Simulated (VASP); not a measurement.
# Ag in VASP: a series of runs

Runs on Ag. Level: r2SCAN. Tasks: relaxation of cell and atoms, single point.

Program: VASP 6.6.1. These are calculated values, not measurements. Logs are shortened: lines on timing, memory, paths and dates and some standing lists are left out, and cuts for length are marked.

**1. The cell of the first run**

The structure is cubic, space group Fm-3m (No. 225). Conventional cell: a = 3.920 Å, b = 3.920 Å, c = 3.920 Å, α = 90.00°, β = 90.00°, γ = 90.00°. Within 3.7 Å of Ag (site symmetry m-3m) lie 12 Ag at 2.77 Å.

**2. Relaxation of cell and atoms, r2SCAN, target pressure 20 GPa, at which the enthalpy is minimised**

Input file POSCAR:

```
Ag
1.0
    0.0000000000      1.9599714706      1.9599714706
    1.9599714706      0.0000000000      1.9599714706
    1.9599714706      1.9599714706      0.0000000000
Ag
1
Direct
    0.0000000000      0.0000000000      0.0000000000
```

Input file INCAR.step1:

```
SYSTEM = Ag
  PREC = Accurate
  ENCUT = 600
  ISMEAR = 0
  SIGMA = 0.1
  LREAL = .False.
  LASPH = .True.
  NELM = 60
  GGA = PE
  ALGO = Normal
  EDIFF = 1E-4
  LWAVE = .True.
  LCHARG = .False.
```

Input file INCAR.step2:

```
SYSTEM = Ag
  PREC = Accurate
  ENCUT = 600
  EDIFF = 1E-7
  ISMEAR = 0
  SIGMA = 0.1
  LREAL = .False.
  LASPH = .True.
  NELM = 60
  ALGO = Normal
  ISIF = 3
  LWAVE = .False.
  LCHARG = .False.
  METAGGA = R2SCAN
  LMIXTAU = .True.
  IBRION = 2
  NSW = 70
  EDIFFG = -0.008
  PSTRESS = 200.0
  ISTART = 1
```

Input file KPOINTS:

```
regular mesh
0
Gamma
  18 18 18
  0 0 0
```

Potentials or basis: VASP PAW PBE potentials, release 64 (Ag).

Command:

```bash
cat potpaw_PBE.64/Ag/POTCAR > POTCAR
cp INCAR.step1 INCAR
mpirun -np 1 vasp_std > vasp.out
cp INCAR.step2 INCAR
mpirun -np 1 vasp_std > vasp.out
```

OUTCAR:

```text
SYSTEM = Ag
   PREC = Accurate
   ENCUT = 600
   EDIFF = 1E-7
   ISMEAR = 0
   LREAL = .False.
   LASPH = .True.
   NELM = 60
   ISIF = 3
   METAGGA = R2SCAN
   IBRION = 2
   NSW = 70
   EDIFFG = -0.008
   PSTRESS = 200.0
   ISTART = 1

 ion  position               nearest neighbor table
   1  0.000  0.000  0.000-

  LATTYP: Found a face centered cubic cell.
 ALAT       =     3.9199429412

  Lattice vectors:

 A1 = (   0.0000000000,   1.9599714706,   1.9599714706)
 A2 = (   1.9599714706,   0.0000000000,   1.9599714706)
 A3 = (   1.9599714706,   1.9599714706,   0.0000000000)

Analysis of symmetry for initial positions (statically):
=====================================================================
 Subroutine PRICEL returns:
 Original cell was already a primitive cell.

 Routine SETGRP: Setting up the symmetry group for a
 face centered cubic supercell.

 Subroutine GETGRP returns: Found 48 space group operations
 (whereof 48 operations were pure point group operations)
 out of a pool of 48 trial point group operations.

The static configuration has the point symmetry O_h .

Analysis of symmetry for dynamics (positions and initial velocities):
=====================================================================
 Subroutine PRICEL returns:
 Original cell was already a primitive cell.

 Routine SETGRP: Setting up the symmetry group for a
 face centered cubic supercell.

 Subroutine GETGRP returns: Found 48 space group operations
 (whereof 48 operations were pure point group operations)
 out of a pool of 48 trial point group operations.

The dynamic configuration has the point symmetry O_h .

 Subroutine INISYM returns: Found 48 space group operations
 (whereof 48 operations are pure point group operations),
 and found     1 'primitive' translations

----------------------------------------------------------------------------------------

                                     Primitive cell

  volume of cell :      15.0584

  direct lattice vectors                    reciprocal lattice vectors
     0.000000000  1.959971471  1.959971471    -0.255105754  0.255105754  0.255105754
     1.959971471  0.000000000  1.959971471     0.255105754 -0.255105754  0.255105754
     1.959971471  1.959971471  0.000000000     0.255105754  0.255105754 -0.255105754

  length of vectors
     2.771818236  2.771818236  2.771818236     0.441856127  0.441856127  0.441856127

  position of ions in fractional coordinates (direct lattice)
     0.000000000  0.000000000  0.000000000

  ion indices of the primitive-cell ions
   primitive index   ion index
                 1           1

----------------------------------------------------------------------------------------

 KPOINTS: regular mesh

Automatic generation of k-mesh.
 Grid dimensions read from file:
 generate k-points for:   18   18   18

 Generating k-lattice:

  Cartesian coordinates                     Fractional coordinates (reciprocal lattice)
    -0.014172542  0.014172542  0.014172542     0.055555556  0.000000000  0.000000000
     0.014172542 -0.014172542  0.014172542     0.000000000  0.055555556  0.000000000
     0.014172542  0.014172542 -0.014172542     0.000000000  0.000000000  0.055555556

  Length of vectors
     0.024547563  0.024547563  0.024547563

  Shift w.r.t. Gamma in fractional coordinates (k-lattice)
     0.000000000  0.000000000  0.000000000

 Subroutine IBZKPT returns following result:
 ===========================================

 Found    195 irreducible k-points:

 Following reciprocal coordinates:
            Coordinates               Weight
  0.000000  0.000000  0.000000      1.000000
  0.055556  0.000000  0.000000      8.000000
  0.111111  0.000000  0.000000      8.000000
  0.166667  0.000000  0.000000      8.000000
  0.222222  0.000000  0.000000      8.000000
  0.277778  0.000000  0.000000      8.000000
[... 16 lines left out ...]
 -0.277778  0.055556  0.000000     24.000000
 -0.222222  0.055556  0.000000     24.000000
 [... further k-points ...]
   k-points           NKPTS =    195   k-points in BZ     NKDIM =    195   number of bands    NBANDS=      9
   number of dos      NEDOS =    301   number of ions     NIONS =      1
   total plane-waves  NPLWV =  13824
   dimension x,y,z NGX =    24 NGY =   24 NGZ =   24
   dimension x,y,z NGXF=    48 NGYF=   48 NGZF=   48
   ions per type =               1
   NGX,Y,Z   is equivalent  to a cutoff of  14.39, 14.39, 14.39 a.u.
   NGXF,Y,Z  is equivalent  to a cutoff of  28.79, 28.79, 28.79 a.u.
 SYSTEM =  Ag
   PREC   = accura    normal or accurate (medium, high low for compatibility)
   ISTART =      1    job   : 0-new  1-cont  2-samecut
   ICHARG =      0    charge: 1-file 2-atom 10-const
   ISPIN  =      1    spin polarized calculation?
   LNONCOLLINEAR =      F non collinear calculations
   LSORBIT =      F    spin-orbit coupling
   LASPH  =      T    aspherical Exc in radial PAW
   ENCUT  =  600.0 eV  44.10 Ry    6.64 a.u.   5.54  5.54  5.54*2*pi/ulx,y,z
   NELM   =     60;   NELMIN=  2; NELMDL=  0     # of ELM steps
   EDIFF  = 0.1E-06   stopping-criterion for ELM
   LREAL  =      F    real-space projection
   EDIFFG = -.8E-02   stopping-criterion for IOM
   NSW    =     70    number of steps for IOM
   IBRION =      2    ionic relax: 0-MD 1-quasi-New 2-CG
   NFREE  =      1    steps in history (QN), initial steepest desc. (CG)
   ISIF   =      3    stress and relaxation
   ISYM   =      2    0-nonsym 1-usesym 2-fastsym
   POTIM  = 0.5000    time-step for ionic-motion
   TEBEG  =    0.0;   TEEND  =   0.0 temperature during run
   PSTRESS=  200.0 pullay stress
   NELECT =      11.0000    total number of electrons
   NUPDOWN=      -1.0000    fix difference up-down
   EMIN   =  10.00;   EMAX   =-10.00  energy-range for DOS
   EFERMI =   0.00;   METHOD = LEGACY
   ISMEAR =     0;   SIGMA  =   0.10  broadening in eV -4-tet -1-fermi 0-gaus
   EFERMI_NEDOS =   21; number of points for ismear=-14 and -15
   IALGO  =     38    algorithm
   IMIX   =      4    mixing-type and parameters
     AMIX     =   0.40;   BMIX     =  1.00
     AMIX_MAG =   1.60;   BMIX_MAG =  1.00
  volume/ion in A,a.u.               =      15.06       101.62
  Fermi-wavevector in a.u.,A,eV,Ry     =   1.474391  2.786195 29.576733  2.173829
  Thomas-Fermi vector in A             =   2.589168
   LORBIT       =      0    0 simple, 1 ext, 2 COOP (PROOUT), +10 PAW based schemes
   METAGGA = R2SCAN    functional components
   LHFCALC =     F    Hartree Fock is set to
   AEXX    =    0.0000 exact exchange contribution
   IVDW    =     0    specifies the selected vdW correction
   LEPSILON=     F    determine dielectric tensor
   LRPA    =     F    only Hartree local field effects (RPA)
 conjugate gradient relaxation of ions
 non-spin polarized calculation
 Gauss-broadening in eV      SIGMA  =   0.10
  energy-cutoff  :      600.00
  volume of cell :       15.06
 maximum number of plane-waves:       531
 NGX is ok and might be reduce to    24
   NGX = 11   NGY = 11   NGZ = 11

--------------------------------------- Ionic step        1  -------------------------------------------

 number of electron      10.9999998 magnetization

 Free energy of the ion-electron system (eV)
  ---------------------------------------------------
  ext. energy  EPLUGINS =         0.00000000
  ---------------------------------------------------
  free energy    TOTEN  =       -21.22899901 eV

  energy without entropy =      -21.22807133  energy(sigma->0) =      -21.22853517

------------------------ aborting loop because EDIFF is reached ----------------------------------------

  FORCE on cell =-STRESS in cart. coord.  units (eV):
  Direction    XX          YY          ZZ          XY          YZ          ZX
  --------------------------------------------------------------------------------------
  -------------------------------------------------------------------------------------
  Total        2.0411465      2.0411465      2.0411465     -0.0000000     -0.0000000      0.0000000
  in kB      217.1728390    217.1728390    217.1728390     -0.0000000     -0.0000000      0.0000000
  external PRESSURE =      17.1728390 kB  Pullay stress =     200.0000000 kB

 VOLUME and BASIS-vectors are now :
 -----------------------------------------------------------------------------
  energy-cutoff  :      600.00
  volume of cell :       15.06
      direct lattice vectors                 reciprocal lattice vectors
     0.000000000  1.959971471  1.959971471    -0.255105754  0.255105754  0.255105754
     1.959971471  0.000000000  1.959971471     0.255105754 -0.255105754  0.255105754
     1.959971471  1.959971471  0.000000000     0.255105754  0.255105754 -0.255105754
[... 7 lines left out ...]
  FREE ENERGIE OF THE ION-ELECTRON SYSTEM (eV)
  ---------------------------------------------------
  free  energy   TOTEN  =       -21.2289990141 eV

  energy  without entropy=      -21.2280713328  energy(sigma->0) =      -21.22853517

  enthalpy is  TOTEN    =       -19.3492552259 eV   P V=        1.8797437882

--------------------------------------- Ionic step        2  -------------------------------------------

 number of electron      10.9999999 magnetization

 E-fermi :   9.9040     XC(G=0): -13.6880

 val. band max:        9.8679390135   @ k =   0.5000   0.2778   0.1111
 cond. band min:      10.0591503148   @ k =   0.5000   0.1111   0.0000
 fundamental gap:      0.1912113013
 Fermi energy:         9.9039614647

 k-point     1 :       0.0000    0.0000    0.0000
  band No.  band energies     occupation
      1       1.1434      2.00000
      2       4.3674      2.00000
      3       4.3674      2.00000
      4       4.3674      2.00000
      5       5.6200      2.00000
      6       5.6200      2.00000
      7      26.7782      0.00000
      8      31.1497      0.00000
      9      31.1497      0.00000

 k-point     2 :       0.0556    0.0000    0.0000
  band No.  band energies     occupation
      1       1.2522      2.00000
      2       4.3390      2.00000
      3       4.4000      2.00000
      4       4.4000      2.00000
      5       5.6067      2.00000
      6       5.6067      2.00000
      7      26.8335      0.00000
      8      30.2691      0.00000
      9      31.2233      0.00000
[... 292 lines left out ...]
  FREE ENERGIE OF THE ION-ELECTRON SYSTEM (eV)
  ---------------------------------------------------
  free  energy   TOTEN  =       -21.2715761941 eV

  energy  without entropy=      -21.2706518004  energy(sigma->0) =      -21.27111400

  enthalpy is  TOTEN    =       -19.3475797735 eV   P V=        1.9239964206

--------------------------------------- Ionic step        3  -------------------------------------------

 number of electron      10.9999998 magnetization

 Free energy of the ion-electron system (eV)
  ---------------------------------------------------
  ext. energy  EPLUGINS =         0.00000000
  ---------------------------------------------------
  free energy    TOTEN  =       -21.24463290 eV

  energy without entropy =      -21.24370821  energy(sigma->0) =      -21.24417056

 E-fermi :  10.1519     XC(G=0): -13.7998

 val. band max:       10.1231765132   @ k =   0.5000   0.2778   0.1111
 cond. band min:      10.2874969461   @ k =   0.5000   0.1111   0.0000
 fundamental gap:      0.1643204329
 Fermi energy:        10.1518660624

 k-point     1 :       0.0000    0.0000    0.0000
  band No.  band energies     occupation
      1       1.2548      2.00000
      2       4.5401      2.00000
      3       4.5401      2.00000
      4       4.5401      2.00000
      5       5.8273      2.00000
      6       5.8273      2.00000
      7      27.0425      0.00000
      8      31.5120      0.00000
      9      31.5120      0.00000

 k-point     2 :       0.0556    0.0000    0.0000
  band No.  band energies     occupation
      1       1.3650      2.00000
      2       4.5107      2.00000
      3       4.5735      2.00000
      4       4.5735      2.00000
      5       5.8135      2.00000
      6       5.8135      2.00000
      7      27.1036      0.00000
      8      30.6314      0.00000
      9      31.5912      0.00000
[... 286 lines left out ...]
 POSITION                                       TOTAL-FORCE (eV/Angst)
 -----------------------------------------------------------------------------------
      0.00000      0.00000     -0.00000         0.000000      0.000000     -0.000000
 -----------------------------------------------------------------------------------
    total drift:                               -0.000000      0.000000     -0.000000

  FREE ENERGIE OF THE ION-ELECTRON SYSTEM (eV)
  ---------------------------------------------------
  free  energy   TOTEN  =       -21.2446329025 eV

  energy  without entropy=      -21.2437082149  energy(sigma->0) =      -21.24417056

  enthalpy is  TOTEN    =       -19.3498876154 eV   P V=        1.8947452871

 reached required accuracy - stopping structural energy minimisation
```

Run time: 5.4 min. Hardware: 1 thread of AMD EPYC 7R13 (Zen 3), shared host; peak memory 0.15 GiB.

What came out:

- Free energy: -21.2446 eV
- Relaxed volume: 15.18 Å³/atom
- Relaxed cell: a = 2.779 Å, b = 2.779 Å, c = 2.779 Å, α = 60.00°, β = 60.00°, γ = 60.00°
- Space group after relaxing (to 0.1 Å): Fm-3m (No. 225)
- Energy change on relaxing (the run minimises the enthalpy): -15.6 meV/atom
- Ionic steps: 3
- Pressure after relaxing: 20.0 GPa
- Band gap on the k mesh: zero (an odd number of electrons rules out a gap without spin polarisation)

Step by step:
```csv
step,energy change (eV),largest force (eV/Å),pressure (GPa),volume (Å³)
1,0.0000,0.0000,21.72,15.06
2,-0.0426,0.0000,16.91,15.41
3,-0.0156,0.0000,20.01,15.18
```

Final structure:
```
Ag
1.0
     0.00000    1.96517    1.96517
     1.96517    0.00000    1.96517
     1.96517    1.96517    0.00000
Ag
1
Direct
  0.00000 0.00000 0.00000
```

Caveat: the cell is relaxed towards a set pressure, so the run minimises the enthalpy, not the energy; the PAW data sets were made with another functional, which shifts forces and pressure a little.

**3. Relaxation of cell and atoms, r2SCAN, target pressure 10 GPa, at which the enthalpy is minimised**

This run uses another cell than the first one, of 15.95 Å³/atom.

Input file POSCAR:

```
Ag
1.0
    0.0000000000      1.9979781793      1.9979781793
    1.9979781793      0.0000000000      1.9979781793
    1.9979781793      1.9979781793      0.0000000000
Ag
1
Direct
    0.0000000000      0.0000000000      0.0000000000
```

Input file INCAR.step1:

```
PREC = Accurate ; ENCUT = 600
ISMEAR = 0 ; SIGMA = 0.1
LREAL = F ; LASPH = T
NELM = 100 ; GGA = PE
ALGO = Normal ; EDIFF = 1E-4
LWAVE = T ; LCHARG = F
```

Input file INCAR.step2:

```
PREC = Accurate ; ENCUT = 600
EDIFF = 1E-6 ; ISMEAR = 0
SIGMA = 0.1 ; LREAL = F
LASPH = T ; NELM = 100
ALGO = Normal ; ISIF = 3
LWAVE = F ; LCHARG = F
METAGGA = R2SCAN ; LMIXTAU = T
IBRION = 2 ; NSW = 70
EDIFFG = -0.008 ; PSTRESS = 100.0
ISTART = 1
```

Input file KPOINTS:

```
Automatic mesh
0
Gamma
  18 18 18
```

Potentials or basis: VASP PAW PBE potentials, release 64 (Ag).

Command:

```bash
cat potpaw_PBE.64/Ag/POTCAR > POTCAR
cp INCAR.step1 INCAR
mpirun -np 1 vasp_std > vasp.out
cp INCAR.step2 INCAR
mpirun -np 1 vasp_std > vasp.out
```

Run time: 4.5 min. Hardware: 1 thread of AMD EPYC 7R13 (Zen 3), shared host; peak memory 0.14 GiB.

Results (log left out):

| Item | Value |
| --- | --- |
| Free energy | -21.3231 eV |
| Relaxed volume | 16.03 Å³/atom |
| Relaxed cell | a = 2.830 Å, b = 2.830 Å, c = 2.830 Å, α = 60.00°, β = 60.00°, γ = 60.00° |
| Space group after relaxing (to 0.1 Å) | Fm-3m (No. 225) |
| Energy change on relaxing (the run minimises the enthalpy) | -4.9 meV/atom |
| Ionic steps | 3 |
| Pressure after relaxing | 10.0 GPa |
| Band gap on the k mesh | zero (an odd number of electrons rules out a gap without spin polarisation) |

The path:
| step | energy change (eV) | largest force (eV/Å) | pressure (GPa) | volume (Å³) |
| --- | --- | --- | --- | --- |
| 1 | 0.0000 | 0.0000 | 10.78 | 15.95 |
| 2 | -0.0111 | 0.0000 | 8.95 | 16.13 |
| 3 | -0.0049 | 0.0000 | 10.03 | 16.03 |

Final structure:
```
CELL_PARAMETERS angstrom
0.00000 2.00113 2.00113
2.00113 0.00000 2.00113
2.00113 2.00113 0.00000
ATOMIC_POSITIONS crystal
Ag 0.00000 0.00000 0.00000
```

Levels at points of the mesh, in eV from the Fermi level:
| k point | band 3 | band 4 | band 5 | band 6 | band 7 | band 8 | band 9 |
| --- | --- | --- | --- | --- | --- | --- | --- |
| (0.00, 0.00, 0.00) | -5.36 | -5.36 | -4.19 | -4.19 | 16.82 | 20.94 | 20.94 |
| (0.50, 0.00, 0.00) | -5.39 | -3.28 | -3.28 | -0.49 | 4.11 | 16.06 | 19.33 |
| (0.50, 0.50, 0.00) | -3.32 | -3.04 | -3.04 | 1.70 | 7.52 | 11.51 | 11.51 |

Caveat: the cell is relaxed towards a set pressure, so the run minimises the enthalpy, not the energy; the PAW data sets were made with another functional, which shifts forces and pressure a little.

**4. Single point, r2SCAN (uniaxial strain along a: +1.5 %)**

Input file POSCAR:

```
Ag
1.0
    2.0829608533      2.0829608533      0.0000000000
   -2.0444825124      2.0444825124      0.0000000000
    0.0000000000      0.0000000000      4.0889650248
Ag
2
Direct
    0.0000000000      0.0000000000      0.0000000000
    0.5000000000      0.5000000000      0.5000000000
```

Input file INCAR.step1:

```
  PREC = Accurate
  ENCUT = 520
  ISMEAR = 0
  SIGMA = 0.1
  LREAL = False
  LASPH = True
  NELM = 80
  NBANDS = 18
  GGA = PE
  ALGO = Normal
  EDIFF = 1E-4
  LWAVE = True
  LCHARG = False
```

Input file INCAR.step2:

```
  PREC = Accurate
  ENCUT = 520
  EDIFF = 1E-6
  ISMEAR = 0
  SIGMA = 0.1
  LREAL = False
  LASPH = True
  NELM = 80
  ALGO = Normal
  ISIF = 2
  LWAVE = False
  LCHARG = False
  METAGGA = R2SCAN
  LMIXTAU = True
  NBANDS = 18
  ISTART = 1
```

Input file KPOINTS:

```
regular mesh
0
Gamma
  18 18 12
```

Command:

```bash
cat potpaw_PBE.64/Ag/POTCAR > POTCAR
cp INCAR.step1 INCAR
mpirun -np 1 vasp_std > vasp.out
cp INCAR.step2 INCAR
mpirun -np 1 vasp_std > vasp.out
```

Wall time 5.8 min (1 thread of Intel Xeon 6975P-C (Granite Rapids), shared host); peak memory 0.44 GiB.

The run converged. Its results:

```
Free energy            : -42.7160 eV
Pressure               : -0.6 GPa
Band gap on the k mesh : zero (bands 11 and 12 overlap by 9.76 eV)
```

Stress tensor (GPa, compression positive):
```
-0.59 -0.93  0.00
-0.93 -0.59  0.00
 0.00  0.00 -0.51
```

Levels at points of the mesh, in eV from the Fermi level:
```
           k point  band 9  band 10  band 11  band 12  band 13  band 14
(0.00, 0.00, 0.00)   -3.34    -3.09    -3.09     1.82     6.93    10.53
(0.50, 0.00, 0.00)   -4.06    -4.06    -0.81    -0.81     9.41     9.41
(0.00, 0.50, 0.00)   -4.10    -4.10    -0.58    -0.58     9.62     9.62
(0.50, 0.50, 0.00)   -3.08    -3.08     1.66     1.66     6.70     6.70
(0.00, 0.00, 0.50)   -3.94    -3.94    -3.74    -3.74    14.60    14.60
(0.50, 0.00, 0.50)   -3.27    -3.27    -0.38    -0.38     3.43     3.43
(0.00, 0.50, 0.50)   -3.27    -3.27    -0.24    -0.24     3.69     3.69
(0.50, 0.50, 0.50)   -3.12    -3.12     6.02     6.02     6.13     6.13
```

Caveat: the cell differs from its parent crystal (uniaxial strain along a: +1.5 %); the PAW data sets were made with another functional, which shifts forces and pressure a little.

(Continued in part 2 of 2.)

The gap in the log of VASP goes by the Fermi energy; the results here count the filled bands.